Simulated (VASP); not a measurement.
Ba2LiMgF6 (a cell with a defect), 10 atoms in the cell. The cell holds a defect, 10 atoms: a = 7.917 Å, b = 3.959 Å, c = 3.959 Å, α = 90.00°, β = 90.00°, γ = 90.00°. 

- Program: VASP 6.6.1
- Task: single point
- Functional: PBE
- Potentials or basis: VASP PAW PBE potentials, release 64 (Ba_sv, Mg, Li_sv, F)
- Cutoff: 520 eV
- k mesh: 1 × 1 × 2
- Occupations: fermi-dirac, width 0.05 eV
- Spin: collinear spin
- Starting moments: [0.0, 0.0, 0.2, 0.0, 0.2, 0.0, 0.2, 0.2, 0.2, 0.0] μB
- Dipole correction: no
- Further INCAR settings: ALGO = Normal; EDIFF = 1e-07; NBANDS = 48

Potentials or basis: VASP PAW PBE potentials, release 64 (Ba_sv, Mg, Li_sv, F).

Command:

```sh
$ cat potpaw_PBE.64/Ba_sv/POTCAR potpaw_PBE.64/Mg/POTCAR potpaw_PBE.64/Li_sv/POTCAR potpaw_PBE.64/F/POTCAR > POTCAR
$ mpirun -np 1 vasp_std > vasp.out
```

Hardware: 1 thread of Intel(R) Xeon(R) Platinum 8488C (Sapphire Rapids) (shared host).

Q: How long does it take, and how much memory?

A: It took 33 s on 1 thread of Intel(R) Xeon(R) Platinum 8488C (Sapphire Rapids), on a shared host, peak memory 0.26 GiB. Counts: scf iterations 17, k points 2.
